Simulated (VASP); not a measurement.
Here is a VASP 6.6.1 calculation.

POSCAR

```
Ta
1.0
    4.6200224683      0.0000000000      0.0000000000
   -2.3100112341      4.0010568236      0.0000000000
    0.0000000000      0.0000000000      4.7152010731
Ta
4
Direct
    0.0000000000      0.0000000000      0.2500000000
    0.0000000000      0.0000000000      0.7500000000
    0.3333333333      0.6666666667      0.7500000000
    0.6666666667      0.3333333333      0.2500000000
```

INCAR.step1

```
SYSTEM = Ta
ALGO = Normal
EDIFF = 1E-5
ENCUT = 550
GGA = PE
GGA_COMPAT = .False.
ISMEAR = 0
LASPH = .True.
LCHARG = .False.
LREAL = .False.
LWAVE = .True.
NBANDS = 34
NELM = 120
PREC = Accurate
SIGMA = 0.1
```

INCAR.step2

```
SYSTEM = Ta
ALGO = Normal
EDIFF = 1E-6
ENCUT = 550
GGA_COMPAT = .False.
ISIF = 2
ISMEAR = 0
ISTART = 1
LASPH = .True.
LCHARG = .False.
LMIXTAU = .True.
LREAL = .False.
LWAVE = .False.
METAGGA = R2SCAN
NBANDS = 34
NELM = 120
PREC = Accurate
SIGMA = 0.1
```

KPOINTS

```
k-points
0
Gamma
  6 6 2
  0 0 0
```

Potentials or basis: VASP PAW PBE potentials, release 64 (Ta_sv_GW).

Command:

```console
$ cat potpaw_PBE.64/Ta_sv_GW/POTCAR > POTCAR
$ cp INCAR.step1 INCAR
$ mpirun -np 1 vasp_std > vasp.out
$ cp INCAR.step2 INCAR
$ mpirun -np 1 vasp_std > vasp.out
```

Task: What does it give for the pressure?

Result: -0.6 GPa.

Task: Predict the band gap on the k mesh.

Result: Zero (bands 26 and 27 overlap by 0.47 eV).

Stress tensor (GPa, compression positive):
```
-0.66  0.00  0.00
 0.00 -0.66  0.00
 0.00  0.00 -0.48
```

Caveat: the k points lie up to 0.67 Å⁻¹ apart; the PAW data sets were made with another functional, which shifts forces and pressure a little; spin-orbit coupling is left out, which moves the levels of the heavy elements.
